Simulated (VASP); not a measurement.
Here is a VASP 6.6.1 calculation.

INCAR

```
PREC = Accurate
ENCUT = 650
EDIFF = 1E-6
ISMEAR = -1
SIGMA = 0.112
LREAL = Auto
LASPH = True
NELM = 120
ALGO = Normal
ISIF = 2
LWAVE = False
LCHARG = False
GGA = PE
IVDW = 12
NBANDS = 61
ISYM = -1
GGA_COMPAT = False
```

Contents of KPOINTS:

```
explicit points
1
Reciprocal
  0.25000000   0.25000000   0.25000000 1
```

File POSCAR:

```
Li6SiS2N2
1.0
    7.0575940000      0.2300220000     -0.0127870000
    0.2300220000      6.8226690000     -0.2070970000
   -0.0127870000     -0.2070970000      7.0752940000
Si S Li N
2 4 12 4
Direct
    0.4771160215      1.0324094871      0.7382549460
    1.0678506698      0.6947558102      0.1271291978
    1.0030749318      0.3798127772      0.0964193722
    0.8500230210      0.8320464420      0.3352122988
    0.8781708222      0.7549154637      0.8428318170
    0.3489593323      0.5260882759      0.4430411580
    0.7002992628      0.4739950742      0.8095855359
    0.0934374865      0.3679209507      0.7275167803
    0.5434828449     -0.1308331524      0.1111880809
    0.0904854080      0.2295942577      0.4463911067
    0.7754873083      0.1555237818      0.3189540484
    0.4528213735      0.5168023986      0.1709806622
    0.0546951559      0.7291885735      0.5315256374
    0.5514820860      0.2869469471      0.5735334324
    0.7946164710      0.1242815229      0.8356082576
    0.1096512366      0.0232445588     -0.0473395185
    0.6988889025      0.5820611330      0.4843975115
    0.3946384432      0.8365239223      0.3518271942
    0.3010085920      1.0995959263      0.6086405758
    0.8321784782      0.3074171966      0.5729688753
    0.7727886803      0.3818699269      0.0637551973
    0.2753731429      0.8084547167      0.1414883598
```

Potentials or basis: VASP PAW PBE potentials, release 64 (Si, S, Li_sv, N).

The run is started by

```bash
$ cat potpaw_PBE.64/Si/POTCAR potpaw_PBE.64/S/POTCAR potpaw_PBE.64/Li_sv/POTCAR potpaw_PBE.64/N/POTCAR > POTCAR
$ mpirun -np 1 vasp_std > vasp.out
```

**Question.** What does it give for the pressure?

**Answer.** -2.8 GPa.

**Question.** What does it give for the largest force?

**Answer.** 2.808 eV/Å.

**Question.** Estimate the dispersion energy per atom.

**Answer.** -0.215 eV.

Forces in eV/Å, atoms in the order of the input:
```
Si  -0.143 -1.250  1.168
Si   0.152  0.933 -1.013
S    0.135 -0.416  0.267
S   -1.022 -0.070 -1.205
S    1.036  0.954  0.756
S   -0.175 -0.160  2.338
Li   0.800  0.033  0.437
Li  -0.346  0.260  0.149
Li   0.544  0.074 -1.448
Li   0.096 -0.162 -0.302
Li   0.267  1.305 -0.031
Li   0.700 -0.337 -1.419
Li   0.884 -0.249  1.166
Li  -0.157  0.644 -1.098
Li   0.202  0.490 -0.386
Li   0.816 -0.469  0.137
Li   0.366 -0.591 -0.210
Li  -0.474  0.391  2.740
N   -0.651  0.165 -0.379
N   -0.672 -0.039  0.778
N   -1.263 -1.190 -0.138
N   -1.096 -0.315 -2.308
```

Caveat: the atoms stand as in a frame of molecular dynamics.
